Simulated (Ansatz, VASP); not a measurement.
**Bi2Pd3Br: VASP beside Ansatz**

The input INCAR:

```
SYSTEM = Bi2Pd3Br
PREC = Accurate
ENCUT = 600
EDIFF = 1E-6
ISMEAR = 0
SIGMA = 0.2
LREAL = .FALSE.
LASPH = .TRUE.
NELM = 100
ALGO = Normal
ISIF = 3
LWAVE = .FALSE.
LCHARG = .FALSE.
GGA = PE
IBRION = 2
NSW = 36
EDIFFG = -0.08
```

KPOINTS

```
regular mesh
0
G
  4 4 2
  0 0 0
```

Contents of POSCAR:

```
Bi2Pd3Br
1.0
    4.3195906500      0.0000000000      0.0000000000
    0.0000000000      4.3195906500      0.0000000000
    0.0000000000      0.0000000000      7.9759707600
Bi Pd Br
2 3 1
Direct
    0.5000000000      0.5000000000      0.7576050900
    0.5000000000      0.5000000000      0.2423949100
    0.0000000000      0.0000000000      0.5000000000
    0.0000000000      0.0000000000      0.2368543500
    0.0000000000      0.0000000000      0.7631456500
    0.0000000000      0.0000000000      0.0000000000
```

Input for Ansatz:

```yaml
crystal:
  lattice:
    - [4.31959065, 0.0, 0.0]
    - [0.0, 4.31959065, 0.0]
    - [0.0, 0.0, 7.97597076]
  atoms:
    - { symbol: Bi, position: [0.5, 0.5, 0.75760509] }
    - { symbol: Bi, position: [0.5, 0.5, 0.24239491] }
    - { symbol: Pd, position: [0.0, 0.0, 0.5] }
    - { symbol: Pd, position: [0.0, 0.0, 0.23685435] }
    - { symbol: Pd, position: [0.0, 0.0, 0.76314565] }
    - { symbol: Br, position: [0.0, 0.0, 0.0] }
basis:
  ecutwfc: 420
kpoints:
  mp_grid: { grid: [4, 4, 2] }
hamiltonian:
  xc: pbe
scf:
  occupations: { method: gaussian, width: 0.2 }
  lower_state_search: "off"
output:
  forces: true
  stress: true
  eigenvalues: true
relax:
  adjacent_minimum: "off"
  f_tol: 0.08
  max_steps: 16
  cell: { stress_tol: 0.8 }
```

Alike in both runs: task relaxation of cell and atoms; functional PBE; k mesh 4 × 4 × 2; occupations gaussian, width 0.2 eV; no spin polarisation.

|  | VASP | Ansatz |
| --- | --- | --- |
| version | VASP 6.6.1 | Ansatz 0.2.0 |
| potentials or method | VASP PAW PBE potentials, release 64 (Bi_d, Pd, Br), cutoff 600 eV | scalar-relativistic, plane waves, PAW |
| valence electrons in the cell | 67 | 91 |

Ansatz gave:

* gap on the k mesh at the Fermi level, each at its own relaxed structure (eV): none
* relaxed volume (Å³/atom): 24.57
* relaxed length of the cell vector where the two differ most in proportion (Å): 10.605

Task: Estimate VASP's values.

Result: gap on the k mesh at the Fermi level, each at its own relaxed structure (eV): none; relaxed volume (Å³/atom): 24.52; relaxed length of the cell vector where the two differ most in proportion (Å): 10.582.

A gap of «none» marks a metal or a gap that the smearing closes. VASP's potentials hold 67 valence electrons a cell and Ansatz's 91, so a difference there can come from the potentials and not from the codes.

The k mesh is coarse, so the values compare programs but aren't converged. Neither program's run includes spin-orbit coupling.
